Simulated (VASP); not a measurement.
# Li2O in VASP: single point with PBE+D3(BJ)

Aim: the single point of Li2O with PBE+D3(BJ).

All numbers are computed with VASP 6.6.1; they aren't measurements. Logs are shortened: lines on timing, memory, paths and dates and some standing lists are left out, and cuts for length are marked.

## 1. The cell of the first run

The cell holds a slab with vacuum, 36 atoms: a = 6.399 Å, b = 6.399 Å, c = 26.965 Å, α = 90.00°, β = 90.00°, γ = 120.00°.

## 2. Single point, PBE+D3(BJ)

Contents of INCAR:

```
PREC = Accurate
ENCUT = 650
EDIFF = 1E-6
ISMEAR = 0
SIGMA = 0.05
LREAL = Auto
LASPH = T
NELM = 120
ALGO = Normal
ISIF = 2
LWAVE = F
LCHARG = T
LDIPOL = T
IDIPOL = 3
DIPOL = 0.5 0.5 0.418
GGA = PE
IVDW = 12
LELF = T
LVHAR = T
LVACPOTAV = T
NBANDS = 96
GGA_COMPAT = F
NELMDL = -8
```

Contents of KPOINTS:

```
Automatic mesh
0
Gamma
  3 3 1
```

Contents of POSCAR:

```
Li2O
1.0
    6.3987489437      0.0000000000      0.0000000000
   -3.1993744718      5.5414791377      0.0000000000
    0.0000000000      0.0000000000     26.9650957934
Li O
24 12
Direct
    0.5000000000      0.5000000000      0.2966798287
    0.5000000000      0.0000000000      0.2966798287
    0.0000000000      0.5000000000      0.2966798287
    0.0000000000      0.0000000000      0.2966798287
    0.6666666667      0.3333333333      0.3451179714
    0.6666666667      0.8333333333      0.3451179714
    0.1666666667      0.3333333333      0.3451179714
    0.1666666667      0.8333333333      0.3451179714
    0.8333333333      0.6666666667      0.3935561141
    0.8333333333      0.1666666667      0.3935561141
    0.3333333333      0.6666666667      0.3935561141
    0.3333333333      0.1666666667      0.3935561141
    0.0002779298      0.4999035271      0.4424855756
    0.0003721697     -0.0001831738      0.4424422108
    0.4998343806      0.4997098886      0.4424285445
    0.5002762585      0.0001773461      0.4424458740
    0.1669406288      0.8328888045      0.4913024375
    0.1669317314      0.3333817775      0.4913481262
    0.6669044691      0.8329946496      0.4910584143
    0.6672490291      0.3334283250      0.4913123905
    0.3348790440      0.6676358664      0.5392074112
    0.3337910975      0.1664495542      0.5390809744
    0.8329329231      0.6665334010      0.5391822984
    0.8335238883      0.1653065170      0.5390974460
    0.3333333333      0.1666666667      0.3208989001
    0.3333333333      0.6666666667      0.3208989001
    0.8333333333      0.1666666667      0.3208989001
    0.8333333333      0.6666666667      0.3208989001
    0.6669529986      0.3334796766      0.4181126376
    0.6667596571      0.8332415589      0.4180262623
    0.1666328455      0.3332328539      0.4180946324
    0.1668392662      0.8331075945      0.4180911593
    0.0005166700      0.4998433319      0.5166187021
    0.0003924734     -0.0012806786      0.5160477248
    0.4995258185      0.4998148260      0.5161338048
    0.5012746364      0.0008042843      0.5160842858
```

Potentials or basis: VASP PAW PBE potentials, release 64 (Li_sv, O).

Launch:

```bash
$ cat potpaw_PBE.64/Li_sv/POTCAR potpaw_PBE.64/O/POTCAR > POTCAR
$ mpirun -np 1 vasp_std > vasp.out
```

OUTCAR:

```text
PREC = Accurate
   ENCUT = 650
   EDIFF = 1E-6
   ISMEAR = 0
   LREAL = Auto
   LASPH = T
   NELM = 120
   ISIF = 2
   GGA = PE
   IVDW = 12
   NELMDL = -8
 IVDW          = 12

 ion  position               nearest neighbor table
   1  0.500  0.500  0.297-  25 1.96  28 1.96  26 1.96   6 2.26   7 2.26   5 2.26
   2  0.500  0.000  0.297-  26 1.96  27 1.96  25 1.96   5 2.26   8 2.26   6 2.26
   3  0.000  0.500  0.297-  27 1.96  26 1.96  28 1.96   8 2.26   5 2.26   7 2.26
   4  0.000  0.000  0.297-  28 1.96  25 1.96  27 1.96   7 2.26   6 2.26   8 2.26
   5  0.667  0.333  0.345-  27 1.96  28 1.96  25 1.96  29 1.97  10 2.26   2 2.26   3 2.26   1 2.26
                             9 2.26  12 2.26
   6  0.667  0.833  0.345-  28 1.96  27 1.96  26 1.96  30 1.97   9 2.26   1 2.26   4 2.26   2 2.26
                            10 2.26  11 2.26
   7  0.167  0.333  0.345-  25 1.96  26 1.96  27 1.96  31 1.97  12 2.26   4 2.26   1 2.26   3 2.26
                            11 2.26  10 2.26
   8  0.167  0.833  0.345-  26 1.96  25 1.96  28 1.96  32 1.97  11 2.26   3 2.26   2 2.26   4 2.26
                            12 2.26   9 2.26
   9  0.833  0.667  0.394-  28 1.96  30 1.96  29 1.96  32 1.96   6 2.26   5 2.26   8 2.26  14 2.27
                            15 2.27  13 2.27
  10  0.833  0.167  0.394-  27 1.96  29 1.96  31 1.96  30 1.96   5 2.26   6 2.26   7 2.26  16 2.27
                            13 2.27  14 2.27
  11  0.333  0.667  0.394-  26 1.96  32 1.96  30 1.96  31 1.96   8 2.26   7 2.26   6 2.26  13 2.27
[... 35 lines left out ...]
  33  0.001  0.500  0.517-  23 1.95  24 1.95  21 1.95  18 1.97  17 1.97  20 1.97  13 2.00
  34  0.000  0.999  0.516-  23 1.94  22 1.95  24 1.95  17 1.96  19 1.97  18 1.97  14 1.98
  35  0.500  0.500  0.516-  21 1.94  22 1.95  23 1.95  18 1.96  19 1.97  20 1.97  15 1.99
  36  0.501  0.001  0.516-  24 1.94  22 1.95  21 1.95  20 1.96  19 1.97  17 1.97  16 1.99

  LATTYP: Found a hexagonal cell.
 ALAT       =     6.3987489437
 C/A-ratio  =     4.2141199836

  Lattice vectors:

 A1 = (   6.3987489437,   0.0000000000,   0.0000000000)
 A2 = (  -3.1993744718,   5.5414791377,   0.0000000000)
 A3 = (   0.0000000000,   0.0000000000,  26.9650957934)

Analysis of symmetry for initial positions (statically):
=====================================================================
 Subroutine PRICEL returns:
 Original cell was already a primitive cell.

 Routine SETGRP: Setting up the symmetry group for a
 hexagonal supercell.

 Subroutine GETGRP returns: Found  1 space group operations
 (whereof  1 operations were pure point group operations)
 out of a pool of 24 trial point group operations.

The static configuration has the point symmetry C_1 .

Analysis of symmetry for dynamics (positions and initial velocities):
=====================================================================
 Subroutine PRICEL returns:
 Original cell was already a primitive cell.

 Routine SETGRP: Setting up the symmetry group for a
 hexagonal supercell.

 Subroutine GETGRP returns: Found  1 space group operations
 (whereof  1 operations were pure point group operations)
 out of a pool of 24 trial point group operations.

The dynamic configuration has the point symmetry C_1 .

 Subroutine INISYM returns: Found  1 space group operations
 (whereof  1 operations are pure point group operations),
 and found     1 'primitive' translations

----------------------------------------------------------------------------------------

                                     Primitive cell

  volume of cell :     956.1428

  direct lattice vectors                    reciprocal lattice vectors
     6.398748944  0.000000000  0.000000000     0.156280549  0.090228617  0.000000000
    -3.199374472  5.541479138  0.000000000     0.000000000  0.180457234  0.000000000
     0.000000000  0.000000000 26.965095793     0.000000000  0.000000000  0.037084979

  length of vectors
     6.398748944  6.398748944 26.965095793     0.180457234  0.180457234  0.037084979

  position of ions in fractional coordinates (direct lattice)
     0.500000000  0.500000000  0.296679829
     0.500000000  0.000000000  0.296679829
     1.000000000  0.500000000  0.296679829
     0.000000000  0.000000000  0.296679829
     0.666666667  0.333333333  0.345117971
     0.666666667  0.833333333  0.345117971
[... 28 lines left out ...]
     0.499525818  0.499814826  0.516133805
     0.501274636  0.000804284  0.516084286

  ion indices of the primitive-cell ions
   primitive index   ion index
                 1           1
                 2           2
                 3           3
                 4           4
                 5           5
                 6           6
[... 28 lines left out ...]
                35          35
                36          36

----------------------------------------------------------------------------------------

 KPOINTS: Automatic mesh

Automatic generation of k-mesh.
 Grid dimensions read from file:
 generate k-points for:    3    3    1

 Generating k-lattice:

  Cartesian coordinates                     Fractional coordinates (reciprocal lattice)
     0.052093516  0.030076206  0.000000000     0.333333333 -0.000000000  0.000000000
     0.000000000  0.060152411  0.000000000     0.000000000  0.333333333  0.000000000
     0.000000000  0.000000000  0.037084979     0.000000000  0.000000000  1.000000000

  Length of vectors
     0.060152411  0.060152411  0.037084979

  Shift w.r.t. Gamma in fractional coordinates (k-lattice)
     0.000000000  0.000000000  0.000000000

 Subroutine IBZKPT returns following result:
 ===========================================

 Found      5 irreducible k-points:

 Following reciprocal coordinates:
            Coordinates               Weight
  0.000000  0.000000  0.000000      1.000000
  0.333333  0.000000  0.000000      2.000000
  0.000000  0.333333  0.000000      2.000000
 -0.333333  0.333333  0.000000      2.000000
  0.333333  0.333333  0.000000      2.000000
   k-points           NKPTS =      5   k-points in BZ     NKDIM =      5   number of bands    NBANDS=     96
   number of dos      NEDOS =    301   number of ions     NIONS =     36
   total plane-waves  NPLWV = 653184
   dimension x,y,z NGX =    54 NGY =   54 NGZ =  224
   dimension x,y,z NGXF=   108 NGYF=  108 NGZF=  448
   ions per type =              24  12
   NGX,Y,Z   is equivalent  to a cutoff of  14.03, 14.03, 13.81 a.u.
   NGXF,Y,Z  is equivalent  to a cutoff of  28.06, 28.06, 27.62 a.u.
 SYSTEM =  unknown system
   PREC   = accura    normal or accurate (medium, high low for compatibility)
   ISTART =      0    job   : 0-new  1-cont  2-samecut
   ICHARG =      2    charge: 1-file 2-atom 10-const
   ISPIN  =      1    spin polarized calculation?
   LNONCOLLINEAR =      F non collinear calculations
   LSORBIT =      F    spin-orbit coupling
   LASPH  =      T    aspherical Exc in radial PAW
   ENCUT  =  650.0 eV  47.77 Ry    6.91 a.u.  13.30 13.30 56.06*2*pi/ulx,y,z
   NELM   =    120;   NELMIN=  2; NELMDL= -8     # of ELM steps
   EDIFF  = 0.1E-05   stopping-criterion for ELM
   LREAL  =      T    real-space projection
   EDIFFG = 0.1E-04   stopping-criterion for IOM
   NSW    =      0    number of steps for IOM
   IBRION =     -1    ionic relax: 0-MD 1-quasi-New 2-CG
   NFREE  =      0    steps in history (QN), initial steepest desc. (CG)
   ISIF   =      2    stress and relaxation
   ISYM   =      2    0-nonsym 1-usesym 2-fastsym
   POTIM  = 0.5000    time-step for ionic-motion
   TEBEG  =    0.0;   TEEND  =   0.0 temperature during run
   PSTRESS=    0.0 pullay stress
   NELECT =     144.0000    total number of electrons
   NUPDOWN=      -1.0000    fix difference up-down
   EMIN   =  10.00;   EMAX   =-10.00  energy-range for DOS
   EFERMI =   0.00;   METHOD = LEGACY
   ISMEAR =     0;   SIGMA  =   0.05  broadening in eV -4-tet -1-fermi 0-gaus
   EFERMI_NEDOS =   21; number of points for ismear=-14 and -15
   IALGO  =     38    algorithm
   IMIX   =      4    mixing-type and parameters
     AMIX     =   0.40;   BMIX     =  1.00
     AMIX_MAG =   1.60;   BMIX_MAG =  1.00
  volume/ion in A,a.u.               =      26.56       179.23
  Fermi-wavevector in a.u.,A,eV,Ry     =   0.871007  1.645964 10.322092  0.758652
  Thomas-Fermi vector in A             =   1.990053
   LORBIT       =      0    0 simple, 1 ext, 2 COOP (PROOUT), +10 PAW based schemes
   GGA     = PE    functional components
   LHFCALC =     F    Hartree Fock is set to
   AEXX    =    0.0000 exact exchange contribution
   IVDW    =    12    specifies the selected vdW correction
   LEPSILON=     F    determine dielectric tensor
   LRPA    =     F    only Hartree local field effects (RPA)
 non-spin polarized calculation
 Gauss-broadening in eV      SIGMA  =   0.05
  energy-cutoff  :      650.00
  volume of cell :      956.14
 maximum number of plane-waves:     35989
 NGX is ok and might be reduce to    54
   NGX = 27   NGY = 27   NGZ =113

 dipolmoment           0.000000      0.000000     -0.000004 electrons x Angstroem

 number of electron     143.9999917 magnetization

 dipolmoment           0.000000      0.000000      0.063746 electrons x Angstroem

 Free energy of the ion-electron system (eV)
  ---------------------------------------------------
  ext. energy  EPLUGINS =         0.00000000
  ---------------------------------------------------
  free energy    TOTEN  =      -169.81880744 eV

  energy without entropy =     -169.81880744  energy(sigma->0) =     -169.81880744

 E-fermi :  -1.8498     XC(G=0):  -3.4774

 val. band max:       -2.1766478203   @ k =   0.0000   0.0000   0.0000
 cond. band min:       0.5024090394   @ k =   0.0000   0.0000   0.0000
 fundamental gap:      2.6790568597
 Fermi energy:        -1.8497722046

 k-point     1 :       0.0000    0.0000    0.0000
  band No.  band energies     occupation
      1     -45.6231      2.00000
      2     -45.5998      2.00000
      3     -45.5997      2.00000
      4     -45.5991      2.00000
      5     -45.3795      2.00000
      6     -45.3543      2.00000
[... 424 lines left out ...]
     83       3.7423      0.00000
     84       3.7437      0.00000
 [bands above 84 left out]

------------------------ aborting loop because EDIFF is reached ----------------------------------------

 Edisp (eV)   -7.37250

 E8    (eV) :    -2.9805

  FORCE on cell =-STRESS in cart. coord.  units (eV):
  Direction    XX          YY          ZZ          XY          YZ          ZX
  --------------------------------------------------------------------------------------
  -------------------------------------------------------------------------------------
  Total      -6.27967    -6.28048     0.15880     0.00831     0.01923    -0.06296
  in kB     -10.52265   -10.52400     0.26610     0.01392     0.03222    -0.10550
  external pressure =       -6.93 kB  Pullay stress =        0.00 kB

 VOLUME and BASIS-vectors are now :
 -----------------------------------------------------------------------------
  energy-cutoff  :      650.00
  volume of cell :      956.14
      direct lattice vectors                 reciprocal lattice vectors
     6.398748944  0.000000000  0.000000000     0.156280549  0.090228617  0.000000000
    -3.199374472  5.541479138  0.000000000     0.000000000  0.180457234  0.000000000
     0.000000000  0.000000000 26.965095793     0.000000000  0.000000000  0.037084979

 POSITION                                       TOTAL-FORCE (eV/Angst)
 -----------------------------------------------------------------------------------
      1.59969      2.77074      8.00000        -0.000118      0.000856      0.114338
      3.19937      0.00000      8.00000         0.000528     -0.000511      0.114357
     -1.59969      2.77074      8.00000         0.000005      0.000156      0.114495
      0.00000      0.00000      8.00000        -0.000683     -0.000377      0.114353
      3.19937      1.84716      9.30614         0.001859      0.001363      0.090584
      1.59969      4.61790      9.30614         0.000458     -0.000440      0.088452
[... 28 lines left out ...]
      1.59725      2.76971     13.91760         0.036366      0.009025      0.030663
      3.20496      0.00446     13.91626        -0.010895     -0.040466      0.034698
 -----------------------------------------------------------------------------------
    total drift:                                0.001776     -0.000892      0.014099

  FREE ENERGIE OF THE ION-ELECTRON SYSTEM (eV)
  ---------------------------------------------------
  free  energy   TOTEN  =      -177.1913035486 eV

  energy  without entropy=     -177.1913035486  energy(sigma->0) =     -177.19130355

 vacuum level on the upper side and lower side of the slab         1.759         1.434
```

Wall time 21 min (1 thread of Intel Xeon 6975P-C (Granite Rapids), shared host); peak memory 1.2 GiB.

Results:

```
Free energy                : -177.1913 eV
Largest force              : 0.336 eV/Å
Band gap on the k mesh     : 2.68 eV
Dispersion energy per atom : -0.205 eV
```

Forces on the atoms (eV/Å):
```
Li   0.000  0.001  0.114
Li   0.001 -0.001  0.114
Li   0.000  0.000  0.114
Li  -0.001  0.000  0.114
Li   0.002  0.001  0.091
Li   0.000  0.000  0.088
Li  -0.001  0.000  0.090
Li   0.001 -0.002  0.090
Li   0.005 -0.003  0.106
Li   0.005 -0.001  0.106
Li   0.003  0.000  0.103
Li   0.005 -0.002  0.105
Li  -0.005  0.000 -0.004
Li  -0.004  0.004 -0.011
Li   0.003  0.001 -0.010
Li  -0.003  0.000 -0.013
Li   0.001 -0.005 -0.015
Li  -0.004 -0.004 -0.013
Li   0.005 -0.001 -0.021
Li   0.002  0.005 -0.014
Li  -0.022 -0.018  0.036
Li  -0.001 -0.001  0.031
Li   0.020 -0.010  0.038
Li   0.002  0.028  0.041
O    0.000  0.000 -0.331
O    0.000 -0.001 -0.336
O    0.000  0.001 -0.335
O    0.001  0.000 -0.335
O   -0.004 -0.004 -0.009
O   -0.002  0.001 -0.001
O    0.002  0.000 -0.004
O   -0.003  0.005 -0.006
O   -0.005 -0.002 -0.031
O   -0.030  0.038  0.039
O    0.036  0.009  0.031
O   -0.011 -0.040  0.035
```

Levels at points of the mesh, in eV from the valence-band top:
```tsv
k point	band 70	band 71	band 72	band 73	band 74	band 75
(0.00, 0.00, 0.00)	-0.16	0.00	0.00	2.68	3.03	3.84
```
